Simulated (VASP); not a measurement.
The system is BAs.

```
As B
1.0
     0.00000    2.36553    2.36553
     2.36553    0.00000    2.36553
     2.36553    2.36553    0.00000
As B
1 1
Cartesian
  3.5483 3.5483 3.5483
  0.0000 0.0000 0.0000
```

Base run:

| Property | Result |
| --- | --- |
| Program | VASP 6.6.1 |
| Functional | PBEsol |
| Dispersion | D3(BJ) |
| Potentials or basis | VASP PAW PBE potentials, release 64 (As_d, B) |
| Cutoff | 600 eV |
| k mesh | 10 × 10 × 10 |
| Occupations | fermi-dirac, width 0.05 eV |
| Spin | no spin polarisation |

Its results: band gap on the k mesh 1.06 eV, indirect (least direct gap 3.28 eV); pressure -0.2 GPa.

The run is repeated on the same cell with these changes: potentials or basis from VASP PAW PBE potentials, release 64 (As_d, B) to VASP PAW PBE potentials, release 64 (As, B); cutoff from 600 eV to 520 eV; further incar settings from ALGO = Normal; EDIFF = 1e-06; NBANDS = 16 to ALGO = Normal; EDIFF = 1e-06; NBANDS = 11; valence electrons from 18 to 8. What comes out?

Band gap on the k mesh 1.05 eV, indirect (least direct gap 3.28 eV); pressure 1.0 GPa.

Caveats: the PAW data sets were made with another functional, which shifts forces and pressure a little.

A k mesh can miss the band edges.
